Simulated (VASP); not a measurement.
Set up this calculation in VASP 6.6.1, as the native input.

| Property | Result |
| --- | --- |
| Task | relaxation of cell and atoms |
| Functional | PBE |
| Potentials or basis | VASP PAW PBE potentials, release 64 (Mg, O) |
| Cutoff | 600 eV |
| k mesh | 6 × 6 × 6 |
| Occupations | gaussian, width 0.1 eV |
| Spin | no spin polarisation |
| Dipole correction | no |
| Further INCAR settings | ALGO = Normal; EDIFF = 1e-06; IBRION = 2; EDIFFG = -0.04; NSW = 90; ISIF = 3 |

The structure of Mg3O2 lies in POSCAR:

```
Mg3O2
1.0
    2.8415886566      1.6405919758      5.1721180781
   -2.8415886566      1.6405919758      5.1721180781
    0.0000000000     -3.2811839517      5.1721180781
Mg O
6 4
Direct
    0.0562500000      0.4437500000      0.7500000000
    0.7500000000      0.0562500000      0.4437500000
    0.4437500000      0.7500000000      0.0562500000
    0.9437500000      0.5562500000      0.2500000000
    0.2500000000      0.9437500000      0.5562500000
    0.5562500000      0.2500000000      0.9437500000
    0.8521800000      0.8521800000      0.8521800000
    0.6478200000      0.6478200000      0.6478200000
    0.1478200000      0.1478200000      0.1478200000
    0.3521800000      0.3521800000      0.3521800000
```

One way to write it, as run:

INCAR

```
SYSTEM = Mg3O2
ALGO = Normal
EDIFF = 1E-6
EDIFFG = -0.04
ENCUT = 600
GGA = PE
IBRION = 2
ISIF = 3
ISMEAR = 0
LASPH = .True.
LCHARG = .False.
LREAL = .False.
LWAVE = .False.
NELM = 100
NSW = 90
PREC = Accurate
SIGMA = 0.1
```

KPOINTS

```
k-points
0
Gamma
  6 6 6
  0 0 0
```

Potentials or basis: VASP PAW PBE potentials, release 64 (Mg, O).

Launch:

```bash
$ cat potpaw_PBE.64/Mg/POTCAR potpaw_PBE.64/O/POTCAR > POTCAR
$ mpirun -np 1 vasp_std > vasp.out
```

It gave:

```yaml
Relaxed_volume: 12.45 Å³/atom
Relaxed_cell: a = 6.017 Å, b = 6.017 Å, c = 6.017 Å, α = 51.86°, β = 51.86°, γ = 51.86°
Space_group_after_relaxing_to_0.05_Å: R-3c (No. 167)
Energy_gained_by_relaxing: 170.6 meV/atom
Ionic_steps: 9
Pressure_after_relaxing: 0.0 GPa
Largest_force_after_relaxing: 0.011 eV/Å
Band_gap_on_the_k_mesh: 0.46 eV, indirect (least direct gap 0.81 eV)
```

It took 10 min on 1 thread of Intel(R) Xeon(R) Platinum 8488C (Sapphire Rapids) (shared host), peak memory 0.43 GiB.
